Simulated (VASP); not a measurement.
# CaSe in VASP: single point with PBE

Aim: the single point of CaSe with PBE.

All numbers are computed with VASP 6.6.1; they aren't measurements. Logs are shortened: lines on timing, memory, paths and dates and some standing lists are left out, and cuts for length are marked.

## 1. The cell of the first run

The cell holds a wire or tube with vacuum around it, 4 atoms: a = 11.800 Å, b = 9.300 Å, c = 5.466 Å, α = 90.00°, β = 90.00°, γ = 90.00°.

## 2. Single point, PBE, collinear spin

File INCAR:

```
  PREC = Accurate
  ENCUT = 520
  EDIFF = 1E-6
  ISMEAR = 0
  SIGMA = 0.05
  LREAL = F
  LASPH = T
  NELM = 150
  ALGO = Normal
  ISIF = 2
  LWAVE = F
  LCHARG = T
  ISPIN = 2
  MAGMOM = 0.5 0.5 0.5 0.5
  LORBIT = 11
  GGA = PE
  LELF = T
  LVHAR = T
  NBANDS = 28
```

File KPOINTS:

```
Automatic mesh
0
Gamma
  1 1 12
```

File POSCAR:

```
CaSe
1.0
   11.8000000000      0.0000000000      0.0000000000
    0.0000000000      9.3000000000      0.0000000000
    0.0000000000      0.0000000000      5.4664810380
Ca Se
2 2
Direct
    0.3967271903      0.5000000000      0.0000000000
    0.6032728097      0.5000000000      0.5000000000
    0.3656405241      0.5000000000      0.5000000000
    0.6343594759      0.5000000000      0.0000000000
```

Potentials or basis: VASP PAW PBE potentials, release 64 (Ca_sv, Se).

Started as:

```console
> cat potpaw_PBE.64/Ca_sv/POTCAR potpaw_PBE.64/Se/POTCAR > POTCAR
> mpirun -np 1 vasp_std > vasp.out
```

OUTCAR:

```text
PREC = Accurate
   ENCUT = 520
   EDIFF = 1E-6
   ISMEAR = 0
   LREAL = F
   LASPH = T
   NELM = 150
   ISIF = 2
   ISPIN = 2
   LORBIT = 11
   GGA = PE

 ion  position               nearest neighbor table
   1  0.397  0.500  0.000-   3 2.76   3 2.76   4 2.80
   2  0.603  0.500  0.500-   4 2.76   4 2.76   3 2.80
   3  0.366  0.500  0.500-   1 2.76   1 2.76   2 2.80
   4  0.634  0.500  0.000-   2 2.76   2 2.76   1 2.80

  LATTYP: Found a simple orthorhombic cell.
 ALAT       =     5.4664810380
 B/A-ratio  =     1.7012772816
 C/A-ratio  =     2.1586098841

  Lattice vectors:

 A1 = (   0.0000000000,   0.0000000000,  -5.4664810380)
 A2 = (   0.0000000000,   9.3000000000,   0.0000000000)
 A3 = (  11.8000000000,   0.0000000000,   0.0000000000)

Analysis of symmetry for initial positions (statically):
=====================================================================
 Subroutine PRICEL returns:
 Original cell was already a primitive cell.

 Routine SETGRP: Setting up the symmetry group for a
 simple orthorhombic supercell.

 Subroutine GETGRP returns: Found  8 space group operations
 (whereof  4 operations were pure point group operations)
 out of a pool of  8 trial point group operations.

The static configuration has the point symmetry C_2v.
 The point group associated with its full space group is D_2h.

Analysis of symmetry for dynamics (positions and initial velocities):
=====================================================================
 Subroutine PRICEL returns:
 Original cell was already a primitive cell.

 Routine SETGRP: Setting up the symmetry group for a
 simple orthorhombic supercell.

 Subroutine GETGRP returns: Found  8 space group operations
 (whereof  4 operations were pure point group operations)
 out of a pool of  8 trial point group operations.

The dynamic configuration has the point symmetry C_2v.
 The point group associated with its full space group is D_2h.

Analysis of structural, dynamic, and magnetic symmetry:
=====================================================================
 Subroutine PRICEL returns:
 Original cell was already a primitive cell.

 Routine SETGRP: Setting up the symmetry group for a
 simple orthorhombic supercell.

 Subroutine GETGRP returns: Found  8 space group operations
 (whereof  4 operations were pure point group operations)
 out of a pool of  8 trial point group operations.

The overall configuration has the point symmetry C_2v.
 The point group associated with its full space group is D_2h.

 Subroutine INISYM returns: Found  8 space group operations
 (whereof  4 operations are pure point group operations),
 and found     1 'primitive' translations

----------------------------------------------------------------------------------------

                                     Primitive cell

  volume of cell :     599.8916

  direct lattice vectors                    reciprocal lattice vectors
    11.800000000  0.000000000  0.000000000     0.084745763  0.000000000  0.000000000
     0.000000000  9.300000000  0.000000000     0.000000000  0.107526882  0.000000000
     0.000000000  0.000000000  5.466481038     0.000000000  0.000000000  0.182933041

  length of vectors
    11.800000000  9.300000000  5.466481038     0.084745763  0.107526882  0.182933041

  position of ions in fractional coordinates (direct lattice)
     0.396727190  0.500000000  0.000000000
     0.603272810  0.500000000  0.500000000
     0.365640524  0.500000000  0.500000000
     0.634359476  0.500000000  0.000000000

  ion indices of the primitive-cell ions
   primitive index   ion index
                 1           1
                 2           2
                 3           3
                 4           4

----------------------------------------------------------------------------------------

 KPOINTS: Automatic mesh

Automatic generation of k-mesh.
 Grid dimensions read from file:
 generate k-points for:    1    1   12

 Generating k-lattice:

  Cartesian coordinates                     Fractional coordinates (reciprocal lattice)
     0.084745763  0.000000000  0.000000000     1.000000000  0.000000000  0.000000000
     0.000000000  0.107526882  0.000000000     0.000000000  1.000000000  0.000000000
     0.000000000  0.000000000  0.015244420     0.000000000  0.000000000  0.083333333

  Length of vectors
     0.084745763  0.107526882  0.015244420

  Shift w.r.t. Gamma in fractional coordinates (k-lattice)
     0.000000000  0.000000000  0.000000000

 Subroutine IBZKPT returns following result:
 ===========================================

 Found      7 irreducible k-points:

 Following reciprocal coordinates:
            Coordinates               Weight
  0.000000  0.000000  0.000000      1.000000
  0.000000  0.000000  0.083333      2.000000
  0.000000  0.000000  0.166667      2.000000
  0.000000  0.000000  0.250000      2.000000
  0.000000  0.000000  0.333333      2.000000
  0.000000  0.000000  0.416667      2.000000
  0.000000  0.000000  0.500000      1.000000
   k-points           NKPTS =      7   k-points in BZ     NKDIM =      7   number of bands    NBANDS=     28
   number of dos      NEDOS =    301   number of ions     NIONS =      4
   total plane-waves  NPLWV = 264600
   dimension x,y,z NGX =    90 NGY =   70 NGZ =   42
   dimension x,y,z NGXF=   180 NGYF=  140 NGZF=   84
   ions per type =               2   2
   NGX,Y,Z   is equivalent  to a cutoff of  12.68, 12.51, 12.77 a.u.
   NGXF,Y,Z  is equivalent  to a cutoff of  25.36, 25.03, 25.55 a.u.
 SYSTEM =  unknown system
   PREC   = accura    normal or accurate (medium, high low for compatibility)
   ISTART =      0    job   : 0-new  1-cont  2-samecut
   ICHARG =      2    charge: 1-file 2-atom 10-const
   ISPIN  =      2    spin polarized calculation?
   LNONCOLLINEAR =      F non collinear calculations
   LSORBIT =      F    spin-orbit coupling
   LASPH  =      T    aspherical Exc in radial PAW
   ENCUT  =  520.0 eV  38.22 Ry    6.18 a.u.  21.94 17.29 10.16*2*pi/ulx,y,z
   NELM   =    150;   NELMIN=  2; NELMDL= -5     # of ELM steps
   EDIFF  = 0.1E-05   stopping-criterion for ELM
   LREAL  =      F    real-space projection
   EDIFFG = 0.1E-04   stopping-criterion for IOM
   NSW    =      0    number of steps for IOM
   IBRION =     -1    ionic relax: 0-MD 1-quasi-New 2-CG
   NFREE  =      0    steps in history (QN), initial steepest desc. (CG)
   ISIF   =      2    stress and relaxation
   ISYM   =      2    0-nonsym 1-usesym 2-fastsym
   POTIM  = 0.5000    time-step for ionic-motion
   TEBEG  =    0.0;   TEEND  =   0.0 temperature during run
   PSTRESS=    0.0 pullay stress
   NELECT =      32.0000    total number of electrons
   NUPDOWN=      -1.0000    fix difference up-down
   EMIN   =  10.00;   EMAX   =-10.00  energy-range for DOS
   EFERMI =   0.00;   METHOD = LEGACY
   ISMEAR =     0;   SIGMA  =   0.05  broadening in eV -4-tet -1-fermi 0-gaus
   EFERMI_NEDOS =   21; number of points for ismear=-14 and -15
   IALGO  =     38    algorithm
   IMIX   =      4    mixing-type and parameters
     AMIX     =   0.40;   BMIX     =  1.00
     AMIX_MAG =   1.60;   BMIX_MAG =  1.00
  volume/ion in A,a.u.               =     149.97      1012.07
  Fermi-wavevector in a.u.,A,eV,Ry     =   0.616265  1.164571  5.167249  0.379782
  Thomas-Fermi vector in A             =   1.673931
   LORBIT       =     11    0 simple, 1 ext, 2 COOP (PROOUT), +10 PAW based schemes
   GGA     = PE    functional components
   LHFCALC =     F    Hartree Fock is set to
   AEXX    =    0.0000 exact exchange contribution
   IVDW    =     0    specifies the selected vdW correction
   LEPSILON=     F    determine dielectric tensor
   LRPA    =     F    only Hartree local field effects (RPA)
 spin polarized calculation
 Gauss-broadening in eV      SIGMA  =   0.05
  energy-cutoff  :      520.00
  volume of cell :      599.89
 maximum number of plane-waves:     16174
 NGX is ok and might be reduce to    90
   NGX = 43   NGY = 35   NGZ = 21

 number of electron      31.9999997 magnetization      -0.0000032

 number of electron      31.9999997 magnetization       0.0000257

 Free energy of the ion-electron system (eV)
  ---------------------------------------------------
  ext. energy  EPLUGINS =         0.00000000
  ---------------------------------------------------
  free energy    TOTEN  =       -15.89455325 eV

  energy without entropy =      -15.89455325  energy(sigma->0) =      -15.89455325

 E-fermi :  -3.3401     XC(G=0):  -2.7210

 val. band max:       -3.6835479315   @ k =   0.0000   0.0000   0.0000
 cond. band min:      -0.9882898512   @ k =   0.0000   0.0000   0.0000
 fundamental gap:      2.6952580803
 Fermi energy:        -3.3400651147

 spin component 1

 k-point     1 :       0.0000    0.0000    0.0000
  band No.  band energies     occupation
      1     -43.8082      1.00000
      2     -43.7964      1.00000
      3     -24.9685      1.00000
      4     -24.9537      1.00000
      5     -24.8514      1.00000
      6     -24.7974      1.00000
[... 20 lines left out ...]
     27       1.5850      0.00000
[... 163 lines left out ...]
      5     -24.8511      1.00000
      6     -24.8511      1.00000
[... 20 lines left out ...]
     27       1.9055      0.00000
     28       1.9056      0.00000
 Fermi energy:        -3.3400651147

 spin component 2

 k-point     1 :       0.0000    0.0000    0.0000
  band No.  band energies     occupation
      1     -43.8082      1.00000
      2     -43.7964      1.00000
      3     -24.9685      1.00000
      4     -24.9537      1.00000
      5     -24.8514      1.00000
      6     -24.7974      1.00000
[... 20 lines left out ...]
     27       1.5847      0.00000
[... 164 lines left out ...]
      6     -24.8511      1.00000
[... 20 lines left out ...]
     27       1.9056      0.00000
     28       1.9056      0.00000

------------------------ aborting loop because EDIFF is reached ----------------------------------------

  FORCE on cell =-STRESS in cart. coord.  units (eV):
  Direction    XX          YY          ZZ          XY          YZ          ZX
  --------------------------------------------------------------------------------------
  -------------------------------------------------------------------------------------
  Total        0.0788981      0.0656086      0.2213218      0.0000000      0.0000000      0.0000000
  in kB        0.2107193      0.1752259      0.5911015      0.0000000      0.0000000      0.0000000
  external PRESSURE =       0.3256823 kB  Pullay stress =       0.0000000 kB

 VOLUME and BASIS-vectors are now :
 -----------------------------------------------------------------------------
  energy-cutoff  :      520.00
  volume of cell :      599.89
      direct lattice vectors                 reciprocal lattice vectors
    11.800000000  0.000000000  0.000000000     0.084745763  0.000000000  0.000000000
     0.000000000  9.300000000  0.000000000     0.000000000  0.107526882  0.000000000
     0.000000000  0.000000000  5.466481038     0.000000000  0.000000000  0.182933041

 POSITION                                       TOTAL-FORCE (eV/Angst)
 -----------------------------------------------------------------------------------
      4.68138      4.65000      0.00000        -0.012689      0.000000      0.000000
      7.11862      4.65000      2.73324         0.012689      0.000000      0.000000
      4.31456      4.65000      2.73324        -0.019266      0.000000      0.000000
      7.48544      4.65000      0.00000         0.019266      0.000000      0.000000
 -----------------------------------------------------------------------------------
    total drift:                                0.000000     -0.000000      0.000000

  FREE ENERGIE OF THE ION-ELECTRON SYSTEM (eV)
  ---------------------------------------------------
  free  energy   TOTEN  =       -15.8945532493 eV

  energy  without entropy=      -15.8945532493  energy(sigma->0) =      -15.89455325

 total charge

# of ion       s       p       d       tot
------------------------------------------
    1        2.041   5.848   0.251   8.140
    2        2.041   5.848   0.251   8.140
    3        1.435   2.452   0.004   3.892
    4        1.435   2.452   0.004   3.892
--------------------------------------------------
tot          6.954  16.599   0.511  24.064

 magnetization (x)

# of ion       s       p       d       tot
------------------------------------------
    1       -0.000  -0.000  -0.000  -0.000
    2       -0.000  -0.000  -0.000  -0.000
    3        0.000   0.000  -0.000   0.000
    4        0.000   0.000  -0.000   0.000
--------------------------------------------------
tot          0.000   0.000  -0.000   0.000
```

Run time: 6.4 min. Hardware: 1 thread of Intel Xeon Platinum 8375C at 2.90GHz (Ice Lake), shared host; peak memory 0.87 GiB.

What came out:

```
Free energy                                           : -15.8946 eV
Largest force                                         : 0.019 eV/Å
Band gap on the k mesh                                : 2.70 eV
Net moment                                            : 0.00 μB per cell
Valence electrons inside the program's atomic spheres : Ca 8.14; Se 3.89
```

Forces in eV/Å, atoms in the order of the input:
```
Ca  -0.013  0.000  0.000
Ca   0.013  0.000  0.000
Se  -0.019  0.000  0.000
Se   0.019  0.000  0.000
```
